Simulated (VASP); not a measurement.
# ScAlN2 (P-4m2) in VASP: density of states with PBE

Aim: the density of states of ScAlN2 with PBE.

Everything below comes from runs of VASP 6.6.1. Logs are shortened: lines on timing, memory, paths and dates and some standing lists are left out, and cuts for length are marked.

## (1) The cell of the first run

It takes space group P-4m2 (No. 115, tetragonal). Conventional cell: a = 3.278 Å, b = 3.278 Å, c = 4.680 Å, α = 90.00°, β = 90.00°, γ = 90.00°. Within 2.8 Å of Sc (site symmetry -4m2) lie 4 N at 2.09 Å. Al (site symmetry -4m2) has 4 N at 1.95 Å within 2.6 Å. Within 2.6 Å of N (site symmetry 2mm) lie 2 Al at 1.95 Å and 2 Sc at 2.09 Å.

## (2) Density of states, PBE

POSCAR

```
ScAlN2
1.0
    3.2776797378      0.0000000000      0.0000000000
    0.0000000000      3.2776797378      0.0000000000
    0.0000000000      0.0000000000      4.6797622582
Sc Al N
1 1 2
Direct
    0.0000000000      0.0000000000      0.0000000000
    0.5000000000      0.5000000000      0.5000000000
    0.5000000000      0.0000000000      0.2754917648
    0.0000000000      0.5000000000      0.7245082352
```

INCAR.step1

```
SYSTEM = ScAlN2
PREC = Accurate ; ENCUT = 520
EDIFF = 1E-6 ; ISMEAR = 0
SIGMA = 0.02 ; LREAL = .FALSE.
LASPH = .TRUE. ; NELM = 100
ALGO = Normal ; ISIF = 2
LWAVE = .FALSE. ; LCHARG = .TRUE.
LMAXMIX = 4 ; GGA = PE
NBANDS = 20
```

KPOINTS.step1

```
regular mesh
0
G
  8 8 6
  0 0 0
```

INCAR.step2

```
SYSTEM = ScAlN2
PREC = Accurate ; ENCUT = 520
EDIFF = 1E-6 ; ISMEAR = -5
SIGMA = 0.02 ; LREAL = .FALSE.
LASPH = .TRUE. ; NELM = 100
ALGO = Normal ; ISIF = 2
LWAVE = .FALSE. ; LCHARG = .FALSE.
LMAXMIX = 4 ; GGA = PE
LORBIT = 11 ; NBANDS = 20
NEDOS = 1001 ; ICHARG = 11
```

KPOINTS.step2

```
regular mesh
0
G
  12 12 9
  0 0 0
```

Potentials or basis: VASP PAW PBE potentials, release 64 (Sc_sv, Al, N).

On the command line:

```
> cat potpaw_PBE.64/Sc_sv/POTCAR potpaw_PBE.64/Al/POTCAR potpaw_PBE.64/N/POTCAR > POTCAR
> cp INCAR.step1 INCAR
> cp KPOINTS.step1 KPOINTS
> mpirun -np 1 vasp_std > vasp.out
> cp INCAR.step2 INCAR
> cp KPOINTS.step2 KPOINTS
> mpirun -np 1 vasp_std > vasp.out
```

OUTCAR:

```text
SYSTEM = ScAlN2
   PREC = Accurate
   ENCUT = 520
   EDIFF = 1E-6
   ISMEAR = -5
   LREAL = .FALSE.
   LASPH = .TRUE.
   NELM = 100
   ISIF = 2
   GGA = PE
   LORBIT = 11
   ICHARG = 11

 ion  position               nearest neighbor table
   1  0.000  0.000  0.000-   3 2.09   4 2.09   4 2.09   3 2.09   2 3.29   2 3.29   2 3.29   2 3.29
                             2 3.29   2 3.29   2 3.29   2 3.29
   2  0.500  0.500  0.500-   3 1.95   4 1.95   3 1.95   4 1.95   1 3.29   1 3.29   1 3.29   1 3.29
                             1 3.29   1 3.29   1 3.29   1 3.29
   3  0.500  0.000  0.275-   2 1.95   2 1.95   1 2.09   1 2.09
   4  0.000  0.500  0.725-   2 1.95   2 1.95   1 2.09   1 2.09

  LATTYP: Found a simple tetragonal cell.
 ALAT       =     3.2776797378
 C/A-ratio  =     1.4277667840

  Lattice vectors:

 A1 = (   3.2776797378,   0.0000000000,   0.0000000000)
 A2 = (   0.0000000000,   3.2776797378,   0.0000000000)
 A3 = (   0.0000000000,   0.0000000000,   4.6797622582)

Analysis of symmetry for initial positions (statically):
=====================================================================
 Subroutine PRICEL returns:
 Original cell was already a primitive cell.

 Routine SETGRP: Setting up the symmetry group for a
 simple tetragonal supercell.

 Subroutine GETGRP returns: Found  8 space group operations
 (whereof  8 operations were pure point group operations)
 out of a pool of 16 trial point group operations.

The static configuration has the point symmetry D_2d.

Analysis of symmetry for dynamics (positions and initial velocities):
=====================================================================
 Subroutine PRICEL returns:
 Original cell was already a primitive cell.

 Routine SETGRP: Setting up the symmetry group for a
 simple tetragonal supercell.

 Subroutine GETGRP returns: Found  8 space group operations
 (whereof  8 operations were pure point group operations)
 out of a pool of 16 trial point group operations.

The dynamic configuration has the point symmetry D_2d.

 Subroutine INISYM returns: Found  8 space group operations
 (whereof  8 operations are pure point group operations),
 and found     1 'primitive' translations

----------------------------------------------------------------------------------------

                                     Primitive cell

  volume of cell :      50.2755

  direct lattice vectors                    reciprocal lattice vectors
     3.277679738  0.000000000  0.000000000     0.305093871  0.000000000  0.000000000
     0.000000000  3.277679738  0.000000000     0.000000000  0.305093871  0.000000000
     0.000000000  0.000000000  4.679762258     0.000000000  0.000000000  0.213686069

  length of vectors
     3.277679738  3.277679738  4.679762258     0.305093871  0.305093871  0.213686069

  position of ions in fractional coordinates (direct lattice)
     0.000000000  0.000000000  0.000000000
     0.500000000  0.500000000  0.500000000
     0.500000000  0.000000000  0.275491765
     0.000000000  0.500000000  0.724508235

  ion indices of the primitive-cell ions
   primitive index   ion index
                 1           1
                 2           2
                 3           3
                 4           4

----------------------------------------------------------------------------------------

 KPOINTS: regular mesh

Automatic generation of k-mesh.
 Grid dimensions read from file:
 generate k-points for:   12   12    9

 Generating k-lattice:

  Cartesian coordinates                     Fractional coordinates (reciprocal lattice)
     0.025424489  0.000000000  0.000000000     0.083333333  0.000000000  0.000000000
     0.000000000  0.025424489  0.000000000     0.000000000  0.083333333  0.000000000
     0.000000000  0.000000000  0.023742897     0.000000000  0.000000000  0.111111111

  Length of vectors
     0.025424489  0.025424489  0.023742897

  Shift w.r.t. Gamma in fractional coordinates (k-lattice)
     0.000000000  0.000000000  0.000000000

 TETIRR: Found   1950 inequivalent tetrahedra from     7776

 Subroutine IBZKPT returns following result:
 ===========================================

 Found    140 irreducible k-points:

 Following reciprocal coordinates:
            Coordinates               Weight
  0.000000  0.000000  0.000000      1.000000
  0.083333  0.000000  0.000000      4.000000
  0.166667  0.000000  0.000000      4.000000
  0.250000  0.000000  0.000000      4.000000
  0.333333  0.000000  0.000000      4.000000
  0.416667  0.000000  0.000000      4.000000
[... 16 lines left out ...]
  0.333333  0.333333  0.000000      4.000000
  0.416667  0.333333  0.000000      8.000000
 [... further k-points ...]
   k-points           NKPTS =    140   k-points in BZ     NKDIM =    140   number of bands    NBANDS=     20
   number of dos      NEDOS =   1001   number of ions     NIONS =      4
   total plane-waves  NPLWV =  20736
   dimension x,y,z NGX =    24 NGY =   24 NGZ =   36
   dimension x,y,z NGXF=    48 NGYF=   48 NGZF=   72
   ions per type =               1   1   2
   NGX,Y,Z   is equivalent  to a cutoff of  12.17, 12.17, 12.79 a.u.
   NGXF,Y,Z  is equivalent  to a cutoff of  24.35, 24.35, 25.58 a.u.
 SYSTEM =  ScAlN2
   PREC   = accura    normal or accurate (medium, high low for compatibility)
   ISTART =      0    job   : 0-new  1-cont  2-samecut
   ICHARG =     11    charge: 1-file 2-atom 10-const
   ISPIN  =      1    spin polarized calculation?
   LNONCOLLINEAR =      F non collinear calculations
   LSORBIT =      F    spin-orbit coupling
   LASPH  =      T    aspherical Exc in radial PAW
   ENCUT  =  520.0 eV  38.22 Ry    6.18 a.u.   6.09  6.09  8.70*2*pi/ulx,y,z
   NELM   =    100;   NELMIN=  2; NELMDL=  0     # of ELM steps
   EDIFF  = 0.1E-05   stopping-criterion for ELM
   LREAL  =      F    real-space projection
   EDIFFG = 0.1E-04   stopping-criterion for IOM
   NSW    =      0    number of steps for IOM
   IBRION =     -1    ionic relax: 0-MD 1-quasi-New 2-CG
   NFREE  =      0    steps in history (QN), initial steepest desc. (CG)
   ISIF   =      2    stress and relaxation
   ISYM   =      2    0-nonsym 1-usesym 2-fastsym
   POTIM  = 0.5000    time-step for ionic-motion
   TEBEG  =    0.0;   TEEND  =   0.0 temperature during run
   PSTRESS=    0.0 pullay stress
   NELECT =      24.0000    total number of electrons
   NUPDOWN=      -1.0000    fix difference up-down
   EMIN   =  10.00;   EMAX   =-10.00  energy-range for DOS
   EFERMI =   0.00;   METHOD = LEGACY
   ISMEAR =    -5;   SIGMA  =   0.02  broadening in eV -4-tet -1-fermi 0-gaus
   EFERMI_NEDOS =   21; number of points for ismear=-14 and -15
   IALGO  =     38    algorithm
   IMIX   =      4    mixing-type and parameters
     AMIX     =   0.40;   BMIX     =  1.00
     AMIX_MAG =   1.60;   BMIX_MAG =  1.00
  volume/ion in A,a.u.               =      12.57        84.82
  Fermi-wavevector in a.u.,A,eV,Ry     =   1.279459  2.417827 22.272939  1.637015
  Thomas-Fermi vector in A             =   2.411943
   LORBIT       =     11    0 simple, 1 ext, 2 COOP (PROOUT), +10 PAW based schemes
   GGA     = PE    functional components
   LHFCALC =     F    Hartree Fock is set to
   AEXX    =    0.0000 exact exchange contribution
   IVDW    =     0    specifies the selected vdW correction
   LEPSILON=     F    determine dielectric tensor
   LRPA    =     F    only Hartree local field effects (RPA)
 non-spin polarized calculation
 Fermi weights with tetrahedron method with Bloechl corrections
  energy-cutoff  :      520.00
  volume of cell :       50.28
 maximum number of plane-waves:      1384

 number of electron      23.9999999 magnetization

 Free energy of the ion-electron system (eV)
  ---------------------------------------------------
  ext. energy  EPLUGINS =         0.00000000
  ---------------------------------------------------
  free energy    TOTEN  =       -32.22696734 eV

  energy without entropy =      -32.22696734  energy(sigma->0) =      -32.22696734

 E-fermi :   4.3992     XC(G=0): -10.6135

 val. band max:        4.3699127678   @ k =   0.5000   0.5000   0.0000
 cond. band min:       6.5446608894   @ k =   0.0000   0.0000   0.0000
 fundamental gap:      2.1747481217
 Fermi energy:         4.3991968718

 k-point     1 :       0.0000    0.0000    0.0000
  band No.  band energies     occupation
      1     -42.9285      2.00000
      2     -21.6508      2.00000
      3     -21.5617      2.00000
      4     -21.5617      2.00000
      5      -9.4735      2.00000
      6      -7.4463      2.00000
[... 12 lines left out ...]
     19      13.4400      0.00000
     20      14.9192      0.00000

 k-point     2 :       0.0833    0.0000    0.0000
  band No.  band energies     occupation
      1     -42.9269      2.00000
      2     -21.6498      2.00000
      3     -21.5801      2.00000
      4     -21.5603      2.00000
      5      -9.4174      2.00000
      6      -7.4518      2.00000
[... 12 lines left out ...]
     19      13.4173      0.00000
     20      14.9313      0.00000

 k-point     3 :       0.1667    0.0000    0.0000
  band No.  band energies     occupation
      1     -42.9226      2.00000
      2     -21.6623      2.00000
      3     -21.6145      2.00000
      4     -21.5564      2.00000
      5      -9.2554      2.00000
      6      -7.4739      2.00000
[... 12 lines left out ...]
     19      13.2424      0.00000
     20      14.9546      0.00000

 k-point     4 :       0.2500    0.0000    0.0000
  band No.  band energies     occupation
      1     -42.9166      2.00000
      2     -21.7248      2.00000
      3     -21.6149      2.00000
      4     -21.5510      2.00000
      5      -9.0066      2.00000
      6      -7.5270      2.00000
[... 12 lines left out ...]
     19      12.8240      0.00000
     20      14.9221      0.00000

 k-point     5 :       0.3333    0.0000    0.0000
  band No.  band energies     occupation
      1     -42.9105      2.00000
      2     -21.7965      2.00000
      3     -21.6048      2.00000
      4     -21.5457      2.00000
      5      -8.7015      2.00000
      6      -7.6303      2.00000
[... 12 lines left out ...]
     19      12.4040      0.00000
     20      14.7632      0.00000

 k-point     6 :       0.4167    0.0000    0.0000
  band No.  band energies     occupation
      1     -42.9061      2.00000
      2     -21.8493      2.00000
      3     -21.5965      2.00000
      4     -21.5418      2.00000
      5      -8.3827      2.00000
      6      -7.7970      2.00000
[... 12 lines left out ...]
     19      12.7631      0.00000
     20      14.4360      0.00000

 k-point     7 :       0.5000    0.0000    0.0000
  band No.  band energies     occupation
      1     -42.9045      2.00000
      2     -21.8686      2.00000
      3     -21.5933      2.00000
      4     -21.5403      2.00000
      5      -8.1596      2.00000
      6      -7.9634      2.00000
[... 12 lines left out ...]
     19      13.2903      0.00000
     20      14.1004      0.00000
[... 277 lines left out ...]
 k-point    20 :       0.3333    0.2500    0.0000
  band No.  band energies     occupation
      1     -42.8988      2.00000
      2     -21.7808      2.00000
      3     -21.7026      2.00000
      4     -21.5716      2.00000
      5      -8.3401      2.00000
      6      -7.5602      2.00000
[... 12 lines left out ...]
     19      13.7938      0.00000
     20      14.3754      0.00000

 k-point    21 :       0.4167    0.2500    0.0000
  band No.  band energies     occupation
      1     -42.8944      2.00000
      2     -21.8326      2.00000
      3     -21.6973      2.00000
      4     -21.5637      2.00000
      5      -8.0783      2.00000
      6      -7.6566      2.00000
[... 12 lines left out ...]
     19      13.5682      0.00000
     20      13.9795      0.00000

 k-point    22 :       0.5000    0.2500    0.0000
  band No.  band energies     occupation
      1     -42.8929      2.00000
      2     -21.8515      2.00000
      3     -21.6953      2.00000
      4     -21.5607      2.00000
      5      -7.8977      2.00000
      6      -7.7752      2.00000
[... 12 lines left out ...]
     19      13.2480      0.00000
     20      13.8569      0.00000

 k-point    23 :       0.3333    0.3333    0.0000
  band No.  band energies     occupation
      1     -42.8929      2.00000
      2     -21.7733      2.00000
      3     -21.7726      2.00000
      4     -21.5614      2.00000
      5      -8.1169      2.00000
      6      -7.5559      2.00000
[... 12 lines left out ...]
     19      13.6027      0.00000
     20      14.9336      0.00000

 k-point    24 :       0.4167    0.3333    0.0000
  band No.  band energies     occupation
      1     -42.8886      2.00000
      2     -21.8243      2.00000
      3     -21.7672      2.00000
      4     -21.5534      2.00000
      5      -7.8994      2.00000
      6      -7.6004      2.00000
[... 12 lines left out ...]
     19      13.2407      0.00000
     20      14.9637      0.00000

 [... further k-points ...]
[... 5 lines left out ...]
  --------------------------------------------------------------------------------------
  -------------------------------------------------------------------------------------
  Total        0.0883271      0.0883271      0.1242362      0.0000000      0.0000000     -0.0000000
  in kB        2.8148012      2.8148012      3.9591485      0.0000000      0.0000000     -0.0000000
  external PRESSURE =       3.1962503 kB  Pullay stress =       0.0000000 kB

 VOLUME and BASIS-vectors are now :
 -----------------------------------------------------------------------------
  energy-cutoff  :      520.00
  volume of cell :       50.28
      direct lattice vectors                 reciprocal lattice vectors
     3.277679738  0.000000000  0.000000000     0.305093871  0.000000000  0.000000000
     0.000000000  3.277679738  0.000000000     0.000000000  0.305093871  0.000000000
     0.000000000  0.000000000  4.679762258     0.000000000  0.000000000  0.213686069

 POSITION                                       TOTAL-FORCE (eV/Angst)
 -----------------------------------------------------------------------------------
      0.00000      0.00000      0.00000         0.000000     -0.000000      0.000000
      1.63884      1.63884      2.33988         0.000000      0.000000      0.000000
      1.63884      0.00000      1.28924         0.000000     -0.000000      0.073655
      0.00000      1.63884      3.39053         0.000000     -0.000000     -0.073655
 -----------------------------------------------------------------------------------
    total drift:                                0.000000      0.000000     -0.000000

  FREE ENERGIE OF THE ION-ELECTRON SYSTEM (eV)
  ---------------------------------------------------
  free  energy   TOTEN  =       -32.2269673362 eV

  energy  without entropy=      -32.2269673362  energy(sigma->0) =      -32.22696734

 total charge

# of ion       s       p       d       tot
------------------------------------------
    1        2.267   6.249   1.233   9.749
    2        0.350   0.396   0.000   0.746
    3        1.239   2.533   0.000   3.772
    4        1.239   2.533   0.000   3.772
--------------------------------------------------
tot          5.096  11.711   1.233  18.039
```

Run time: 40 s. Hardware: 1 thread of Intel Xeon 6975P-C (Granite Rapids), shared host; peak memory 0.25 GiB.

Results:

* Valence electrons inside the program's atomic spheres: Sc 9.75; Al 0.75; N 3.77
